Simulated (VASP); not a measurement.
# Al (I4/mmm) in VASP: notebook, part 2 of 2

VASP 6.6.1. The steps go on from the part before.

## 4. Electric field gradients, LDA (zz strain of +2 %)

File INCAR:

```
SYSTEM = Al
PREC = Accurate ; ENCUT = 520
EDIFF = 1E-8 ; ISMEAR = -1
SIGMA = 0.03 ; LREAL = .False.
LASPH = .True. ; NELM = 60
ALGO = Normal ; ISIF = 2
LWAVE = .False. ; LCHARG = .False.
LEFG = .True. ; NBANDS = 8
```

File KPOINTS:

```
Automatic mesh
0
Gamma
  17 17 17
  0 0 0
```

File POSCAR:

```
Al
1.0
    0.0000000000      2.0239800000      2.0644596000
    2.0239800000      0.0000000000      2.0644596000
    2.0239800000      2.0239800000      0.0000000000
Al
1
Direct
    0.0000000000      0.0000000000      0.0000000000
```

Potentials or basis: VASP PAW LDA potentials, release 64 (Al).

Launch:

```sh
cat potpaw_LDA.64/Al/POTCAR > POTCAR
mpirun -np 1 vasp_std > vasp.out
```

OUTCAR:

```text
SYSTEM = Al
   PREC = Accurate
   ENCUT = 520
   EDIFF = 1E-8
   ISMEAR = -1
   LREAL = .False.
   LASPH = .True.
   NELM = 60
   ISIF = 2

 ion  position               nearest neighbor table
   1  0.000  0.000  0.000-

  LATTYP: Found a body centered tetragonal cell.
 ALAT       =     2.8623399660
 C/A-ratio  =     1.4424978336

  Lattice vectors:

 A1 = (  -2.0239800000,   0.0000000000,   2.0644596000)
 A2 = (   2.0239800000,   0.0000000000,   2.0644596000)
 A3 = (   0.0000000000,   2.0239800000,  -2.0644596000)

Analysis of symmetry for initial positions (statically):
[... 467 lines left out ...]
    total drift:                                0.000000     -0.000000     -0.000000

  FREE ENERGIE OF THE ION-ELECTRON SYSTEM (eV)
  ---------------------------------------------------
  free  energy   TOTEN  =        -4.1769346993 eV

  energy  without entropy=       -4.1757661710  energy(sigma->0) =       -4.17635044

 Electric field gradients (V/A^2)
---------------------------------------------------------------------
 ion       V_xx      V_yy      V_zz      V_xy      V_xz      V_yz
---------------------------------------------------------------------
   1      -0.594    -0.594     1.188     0.000     0.000     0.000
---------------------------------------------------------------------

 Electric field gradients after diagonalization (V/A^2)
 (convention: |V_zz| > |V_xx| > |V_yy|)
----------------------------------------------------------------------
 ion       V_xx      V_yy      V_zz     asymmetry (V_yy - V_xx)/ V_zz
----------------------------------------------------------------------
   1      -0.594    -0.594     1.188       0.000
----------------------------------------------------------------------

           NMR quadrupolar parameters

 Cq : quadrupolar parameter    Cq=e*Q*V_zz/h
 eta: asymmetry parameters     (V_yy - V_xx)/ V_zz
 Q  : nuclear electric quadrupole moment in mb (millibarn)
----------------------------------------------------------------------
 ion       Cq(MHz)       eta       Q (mb)
----------------------------------------------------------------------
   1       0.003       0.000       1.000
----------------------------------------------------------------------
```

OSZICAR:

```text
N       E                     dE             d eps       ncg     rms          rms(c)
DAV:   1    -0.281859372465E+01   -0.28186E+01   -0.90510E+02  6512   0.209E+02
DAV:   2    -0.419832382240E+01   -0.13797E+01   -0.13386E+01  8984   0.184E+01
DAV:   3    -0.420531675834E+01   -0.69929E-02   -0.69897E-02  8392   0.145E+00
DAV:   4    -0.420532897867E+01   -0.12220E-04   -0.12221E-04 10152   0.556E-02
DAV:   5    -0.420532899549E+01   -0.16814E-07   -0.16680E-07  8448   0.115E-03    0.132E+00
DAV:   6    -0.418805822345E+01    0.17271E-01   -0.28317E-03  8456   0.209E-01    0.742E-01
DAV:   7    -0.417695818527E+01    0.11100E-01   -0.70360E-03  8248   0.324E-01    0.154E-01
DAV:   8    -0.417693491242E+01    0.23273E-04   -0.19603E-05  9640   0.296E-02    0.141E-02
DAV:   9    -0.417693472106E+01    0.19136E-06   -0.13906E-07  9216   0.171E-03    0.885E-04
DAV:  10    -0.417693469876E+01    0.22299E-07   -0.45437E-09  9536   0.393E-04    0.207E-04
DAV:  11    -0.417693469925E+01   -0.49667E-09   -0.16007E-10  6216   0.737E-05
   1 F= -.41769347E+01 E0= -.41763504E+01  d E =-.116853E-02
```

Run time: 72 s. Hardware: 1 thread of Intel Xeon 8259CL, shared host; peak memory 0.16 GiB.

Results:

| Property | Result |
| --- | --- |
| Free energy | -4.1769 eV |
| Pressure | -4.8 GPa |

Electric field gradients, principal values (V/Å²):
```
atom   least  middle  greatest (by size)
1 Al  -0.594  -0.594               1.188
```

Caveat: the cell differs from its parent crystal (zz strain of +2 %); without QUAD_EFG the Cq values of the log hold for a quadrupole moment of 1 mb, not for the nuclei.

## 5. Electric field gradients, LDA (zz strain of +2 %)

File INCAR:

```
ALGO = Normal ; EDIFF = 1E-8
ENCUT = 520 ; GGA = CA
ISIF = 2 ; ISMEAR = -1
LASPH = T ; LCHARG = F
LEFG = T ; LREAL = F
LWAVE = F ; NBANDS = 8
NELM = 60 ; PREC = Accurate
SIGMA = 0.03
```

File KPOINTS:

```
k-points
0
Gamma
  17 17 17
```

POSCAR is that of step 4.

Potentials or basis: VASP PAW LDA potentials, release 64 (Al).

Launch:

```sh
cat potpaw_LDA.64/Al/POTCAR > POTCAR
mpirun -np 1 vasp_std > vasp.out
```

OUTCAR:

```text
EDIFF = 1E-8
   ENCUT = 520
   GGA = CA
   ISIF = 2
   ISMEAR = -1
   LASPH = T
   LREAL = F
   NELM = 60
   PREC = Accurate

 ion  position               nearest neighbor table
   1  0.000  0.000  0.000-

  LATTYP: Found a body centered tetragonal cell.
 ALAT       =     2.8623399660
 C/A-ratio  =     1.4424978336

  Lattice vectors:

 A1 = (  -2.0239800000,   0.0000000000,   2.0644596000)
 A2 = (   2.0239800000,   0.0000000000,   2.0644596000)
 A3 = (   0.0000000000,   2.0239800000,  -2.0644596000)

Analysis of symmetry for initial positions (statically):
=====================================================================
 Subroutine PRICEL returns:
 Original cell was already a primitive cell.

 Routine SETGRP: Setting up the symmetry group for a
 body centered tetragonal supercell.
[... 446 lines left out ...]
  external PRESSURE =     -48.3869608 kB  Pullay stress =       0.0000000 kB

 VOLUME and BASIS-vectors are now :
 -----------------------------------------------------------------------------
  energy-cutoff  :      520.00
  volume of cell :       16.91
      direct lattice vectors                 reciprocal lattice vectors
     0.000000000  2.023980000  2.064459600    -0.247038014  0.247038014  0.242194132
     2.023980000  0.000000000  2.064459600     0.247038014 -0.247038014  0.242194132
     2.023980000  2.023980000  0.000000000     0.247038014  0.247038014 -0.242194132

 POSITION                                       TOTAL-FORCE (eV/Angst)
 -----------------------------------------------------------------------------------
      0.00000      0.00000      0.00000        -0.000000     -0.000000      0.000000
 -----------------------------------------------------------------------------------
    total drift:                                0.000000     -0.000000     -0.000000

  FREE ENERGIE OF THE ION-ELECTRON SYSTEM (eV)
  ---------------------------------------------------
  free  energy   TOTEN  =        -4.1769346993 eV

  energy  without entropy=       -4.1757661710  energy(sigma->0) =       -4.17635044

 Electric field gradients (V/A^2)
---------------------------------------------------------------------
 ion       V_xx      V_yy      V_zz      V_xy      V_xz      V_yz
---------------------------------------------------------------------
   1      -0.594    -0.594     1.188     0.000     0.000     0.000
---------------------------------------------------------------------

 Electric field gradients after diagonalization (V/A^2)
 (convention: |V_zz| > |V_xx| > |V_yy|)
----------------------------------------------------------------------
 ion       V_xx      V_yy      V_zz     asymmetry (V_yy - V_xx)/ V_zz
----------------------------------------------------------------------
   1      -0.594    -0.594     1.188       0.000
----------------------------------------------------------------------

           NMR quadrupolar parameters

 Cq : quadrupolar parameter    Cq=e*Q*V_zz/h
 eta: asymmetry parameters     (V_yy - V_xx)/ V_zz
 Q  : nuclear electric quadrupole moment in mb (millibarn)
----------------------------------------------------------------------
 ion       Cq(MHz)       eta       Q (mb)
----------------------------------------------------------------------
   1       0.003       0.000       1.000
----------------------------------------------------------------------
```

OSZICAR:

```text
N       E                     dE             d eps       ncg     rms          rms(c)
DAV:   1    -0.281859372465E+01   -0.28186E+01   -0.90510E+02  6512   0.209E+02
DAV:   2    -0.419832382240E+01   -0.13797E+01   -0.13386E+01  8984   0.184E+01
DAV:   3    -0.420531675834E+01   -0.69929E-02   -0.69897E-02  8392   0.145E+00
DAV:   4    -0.420532897867E+01   -0.12220E-04   -0.12221E-04 10152   0.556E-02
DAV:   5    -0.420532899549E+01   -0.16814E-07   -0.16680E-07  8448   0.115E-03    0.132E+00
DAV:   6    -0.418805822345E+01    0.17271E-01   -0.28317E-03  8456   0.209E-01    0.742E-01
DAV:   7    -0.417695818527E+01    0.11100E-01   -0.70360E-03  8248   0.324E-01    0.154E-01
DAV:   8    -0.417693491242E+01    0.23273E-04   -0.19603E-05  9640   0.296E-02    0.141E-02
DAV:   9    -0.417693472106E+01    0.19136E-06   -0.13906E-07  9216   0.171E-03    0.885E-04
DAV:  10    -0.417693469876E+01    0.22299E-07   -0.45437E-09  9536   0.393E-04    0.207E-04
DAV:  11    -0.417693469925E+01   -0.49667E-09   -0.16007E-10  6216   0.737E-05
   1 F= -.41769347E+01 E0= -.41763504E+01  d E =-.116853E-02
```

It took 71 s on 1 thread of Intel Xeon 8259CL, shared host; peak memory 0.15 GiB.

What came out:

```yaml
Free_energy: -4.1769 eV
Pressure: -4.8 GPa
```

Levels at points of the mesh, in eV from the Fermi level:
```csv
k point,band 1,band 2,band 3,band 4
"(0.00, 0.00, 0.00)",-10.92,12.31,12.52,12.52
```

Electric field gradients, principal values (V/Å²):
| atom | least | middle | greatest (by size) |
| --- | --- | --- | --- |
| 1 Al | -0.594 | -0.594 | 1.188 |

Caveat: the cell differs from its parent crystal (zz strain of +2 %); without QUAD_EFG the Cq values of the log hold for a quadrupole moment of 1 mb, not for the nuclei.
